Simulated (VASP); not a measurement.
# BeS (I-4m2) in VASP: a series of runs, part 2 of 2

VASP 6.6.1.

## 3. Single point, PBE (strain -0.030 along x and y, -0.015 along z)

Input file INCAR:

```
ALGO     = Normal         # electronic algorithm
EDIFF    = 1E-6           # SCF threshold, eV
ENCUT    = 520            # plane-wave cutoff, eV
GGA      = PE             # functional
ISIF     = 2              # what is computed and relaxed
ISMEAR   = 0              # smearing method
LASPH    = T              # aspherical terms in the spheres
LCHARG   = F              # write CHGCAR
LREAL    = F              # projectors in reciprocal space
LWAVE    = F              # write WAVECAR
NBANDS   = 11             # bands
NELM     = 100            # most SCF steps
PREC     = Accurate       # precision mode
SIGMA    = 0.05           # smearing width, eV
```

Input file KPOINTS:

```
k-points
0
Gamma
  8 8 8
```

Input file POSCAR:

```
BeS
1.0
    0.0000000000      2.3522500000      2.3886250000
    2.3522500000      0.0000000000      2.3886250000
    2.3522500000      2.3522500000      0.0000000000
Be S
1 1
Direct
    0.0000000000      0.0000000000      0.0000000000
    0.7500000000      0.7500000000      0.7500000000
```

Potentials or basis: VASP PAW PBE potentials, release 64 (Be, S).

Run with:

```console
cat potpaw_PBE.64/Be/POTCAR potpaw_PBE.64/S/POTCAR > POTCAR
mpirun -np 1 vasp_std > vasp.out
```

OUTCAR:

```text
EDIFF = 1E-6
   ENCUT = 520
   GGA = PE
   ISIF = 2
   ISMEAR = 0
   LASPH = T
   LREAL = F
   NELM = 100
   PREC = Accurate

 ion  position               nearest neighbor table
   1  0.000  0.000  0.000-   2 2.05   2 2.05   2 2.05   2 2.05
   2  0.750  0.750  0.750-   1 2.05   1 2.05   1 2.05   1 2.05

  LATTYP: Found a body centered tetragonal cell.
 ALAT       =     3.3265838521
 C/A-ratio  =     1.4360828443

  Lattice vectors:

 A1 = (  -2.3522500000,   0.0000000000,   2.3886250000)
 A2 = (   2.3522500000,   0.0000000000,   2.3886250000)
 A3 = (   0.0000000000,   2.3522500000,  -2.3886250000)

Analysis of symmetry for initial positions (statically):
=====================================================================
 Subroutine PRICEL returns:
 Original cell was already a primitive cell.

 Routine SETGRP: Setting up the symmetry group for a
 body centered tetragonal supercell.

 Subroutine GETGRP returns: Found  8 space group operations
 (whereof  8 operations were pure point group operations)
 out of a pool of 16 trial point group operations.

The static configuration has the point symmetry D_2d.

Analysis of symmetry for dynamics (positions and initial velocities):
[... 164 lines left out ...]
 fundamental gap:      2.8525655984
 Fermi energy:         5.2830161120

 k-point     1 :       0.0000    0.0000    0.0000
  band No.  band energies     occupation
      1      -9.2348      2.00000
      2       4.9345      2.00000
      3       5.0245      2.00000
      4       5.0245      2.00000
      5      10.6143      0.00000
      6      10.6143      0.00000
      7      10.6336      0.00000
      8      11.5434      0.00000
      9      17.7680      0.00000
     10      18.1323      0.00000
     11      20.4610      0.00000
[... 309 lines left out ...]
 k-point    24 :       0.3750    0.0000    0.1250
  band No.  band energies     occupation
      1      -7.8682      2.00000
      2       0.1658      2.00000
      3       3.4493      2.00000
      4       3.5994      2.00000
      5      10.5341      0.00000
      6      12.1941      0.00000
      7      12.6816      0.00000
      8      14.0780      0.00000
      9      18.3079      0.00000
     10      19.4143      0.00000
     11      20.6198      0.00000

 [... further k-points ...]
[... 5 lines left out ...]
  --------------------------------------------------------------------------------------
  -------------------------------------------------------------------------------------
  Total        1.7689806      1.7689806      1.5046856      0.0000000      0.0000000     -0.0000000
  in kB      107.2231901    107.2231901     91.2034859      0.0000000      0.0000000     -0.0000000
  external PRESSURE =     101.8832887 kB  Pullay stress =       0.0000000 kB

 VOLUME and BASIS-vectors are now :
 -----------------------------------------------------------------------------
  energy-cutoff  :      520.00
  volume of cell :       26.43
      direct lattice vectors                 reciprocal lattice vectors
     0.000000000  2.352250000  2.388625000    -0.212562440  0.212562440  0.209325449
     2.352250000  0.000000000  2.388625000     0.212562440 -0.212562440  0.209325449
     2.352250000  2.352250000  0.000000000     0.212562440  0.212562440 -0.209325449

 POSITION                                       TOTAL-FORCE (eV/Angst)
 -----------------------------------------------------------------------------------
      0.00000      0.00000      0.00000         0.000000      0.000000     -0.000000
      3.52838      3.52838      3.58294        -0.000000     -0.000000      0.000000
 -----------------------------------------------------------------------------------
    total drift:                                0.000000      0.000000      0.000000

  FREE ENERGIE OF THE ION-ELECTRON SYSTEM (eV)
  ---------------------------------------------------
  free  energy   TOTEN  =        -9.9357967350 eV

  energy  without entropy=       -9.9357967350  energy(sigma->0) =       -9.93579674
```

OSZICAR:

```text
N       E                     dE             d eps       ncg     rms          rms(c)
DAV:   1     0.207048171052E+02    0.20705E+02   -0.39071E+03  1314   0.628E+02
DAV:   2    -0.898912094966E+01   -0.29694E+02   -0.28581E+02  1698   0.120E+02
DAV:   3    -0.101505068962E+02   -0.11614E+01   -0.11590E+01  1700   0.232E+01
DAV:   4    -0.101572916925E+02   -0.67848E-02   -0.67838E-02  1614   0.204E+00
DAV:   5    -0.101573411657E+02   -0.49473E-04   -0.49473E-04  1715   0.173E-01    0.631E+00
DAV:   6    -0.999027017428E+01    0.16707E+00   -0.11461E-01  1540   0.176E+00    0.426E+00
DAV:   7    -0.993470955226E+01    0.55561E-01   -0.15185E-01  1690   0.210E+00    0.958E-01
DAV:   8    -0.993570238088E+01   -0.99283E-03   -0.70958E-03  1583   0.468E-01    0.151E-01
DAV:   9    -0.993576988189E+01   -0.67501E-04   -0.46027E-04  1612   0.140E-01    0.363E-02
DAV:  10    -0.993578770410E+01   -0.17822E-04   -0.35857E-05  1595   0.337E-02    0.108E-02
DAV:  11    -0.993579654274E+01   -0.88386E-05   -0.14267E-05  1502   0.222E-02    0.823E-03
DAV:  12    -0.993579673505E+01   -0.19231E-06   -0.21846E-07  1187   0.346E-03
   1 F= -.99357967E+01 E0= -.99357967E+01  d E =-.269645E-15
```

stdout:

```text
POSCAR found type information on POSCAR BeS
 POSCAR found :  2 types and       2 ions
 scaLAPACK will be used
 LDA part: xc-table for (Slater+PW92), standard interpolation
 POSCAR, INCAR and KPOINTS ok, starting setup
 FFT: planning ... GRIDC
 FFT: planning ... GRID_SOFT
 FFT: planning ... GRID
 WAVECAR not read
 entering main loop
```

Run time: 30 s. Hardware: 1 thread of Intel Xeon 8259CL, shared host; peak memory 0.16 GiB.

Results:

```
Free energy            : -9.9358 eV
Pressure               : 10.2 GPa
Band gap on the k mesh : 2.85 eV, indirect (least direct gap 5.59 eV)
```

Stress tensor (GPa, compression positive):
```
10.72  0.00  0.00
 0.00 10.72  0.00
 0.00  0.00  9.12
```

Levels at points of the mesh, in eV from the valence-band top:
| k point | band 2 | band 3 | band 4 | band 5 | band 6 | band 7 |
| --- | --- | --- | --- | --- | --- | --- |
| (0.00, 0.00, 0.00) | -0.09 | 0.00 | 0.00 | 5.59 | 5.59 | 5.61 |
| (0.50, 0.00, 0.00) | -6.33 | -1.25 | -1.10 | 5.69 | 6.46 | 6.58 |
| (0.50, 0.50, 0.00) | -5.53 | -2.86 | -2.86 | 2.99 | 4.90 | 13.37 |
| (0.50, 0.00, 0.50) | -5.42 | -3.00 | -2.97 | 2.85 | 4.76 | 13.30 |

Caveat: the cell differs from its parent crystal (strain -0.030 along x and y, -0.015 along z). A k mesh can miss the band edges.

## 4. Single point, PBE (strain -0.030 along x and y, +0.015 along z)

Input file INCAR:

```
PREC     = Accurate       # precision mode
ENCUT    = 520            # plane-wave cutoff, eV
EDIFF    = 1E-6           # SCF threshold, eV
ISMEAR   = 0              # smearing method
SIGMA    = 0.05           # smearing width, eV
LREAL    = False          # projectors in reciprocal space
LASPH    = True           # aspherical terms in the spheres
NELM     = 100            # most SCF steps
ALGO     = Normal         # electronic algorithm
ISIF     = 2              # what is computed and relaxed
LWAVE    = False          # write WAVECAR
LCHARG   = False          # write CHGCAR
GGA      = PE             # functional
NBANDS   = 11             # bands
```

Input file KPOINTS:

```
Automatic mesh
0
Gamma
  8 8 8
```

Input file POSCAR:

```
BeS
1.0
    0.0000000000      2.3522500000      2.4613750000
    2.3522500000      0.0000000000      2.4613750000
    2.3522500000      2.3522500000      0.0000000000
Be S
1 1
Direct
    0.0000000000      0.0000000000      0.0000000000
    0.7500000000      0.7500000000      0.7500000000
```

Run with:

```console
cat potpaw_PBE.64/Be/POTCAR potpaw_PBE.64/S/POTCAR > POTCAR
mpirun -np 1 vasp_std > vasp.out
```

It took 33 s on 1 thread of Intel Xeon 8259CL, shared host; peak memory 0.16 GiB.

Results (log left out):

```
Free energy            : -9.9668 eV
Pressure               : 6.5 GPa
Band gap on the k mesh : 2.79 eV, indirect (least direct gap 5.55 eV)
```

Stress tensor (GPa, compression positive):
```
8.11 0.00 0.00
0.00 8.11 0.00
0.00 0.00 3.20
```

Levels at points of the mesh, in eV from the valence-band top:
```
           k point  band 2  band 3  band 4  band 5  band 6  band 7
(0.00, 0.00, 0.00)   -0.27    0.00    0.00    5.55    5.55    5.61
(0.50, 0.00, 0.00)   -6.18   -1.41   -0.96    5.36    6.45    6.67
(0.50, 0.50, 0.00)   -5.56   -2.64   -2.64    3.18    5.06   13.05
(0.50, 0.00, 0.50)   -5.24   -3.05   -2.97    2.79    4.65   12.81
```

Caveat: the cell differs from its parent crystal (strain -0.030 along x and y, +0.015 along z). A k mesh can miss the band edges.

## 5. The runs side by side

| cell | gap on the mesh (eV) | pressure (GPa) |
| --- | --- | --- |
| a = 3.378, b = 3.378, c = 3.327 Å, angles 60.5, 60.5, 59.0°, 2 atoms | 2.82 | 8.3 |
| a = 3.352, b = 3.352, c = 3.327 Å, angles 60.3, 60.3, 59.5°, 2 atoms | 2.85 | 10.2 |
| a = 3.405, b = 3.405, c = 3.327 Å, angles 60.8, 60.8, 58.5°, 2 atoms | 2.79 | 6.5 |

Alike in all rows: task single point; level PBE; potentials or basis VASP PAW PBE potentials, release 64 (Be, S); no spin polarisation; k mesh 8 × 8 × 8; cutoff (eV) 520; smearing gaussian 0.05 eV.

Total energies depend on the potentials used, so only differences within one code and one set of settings carry meaning.
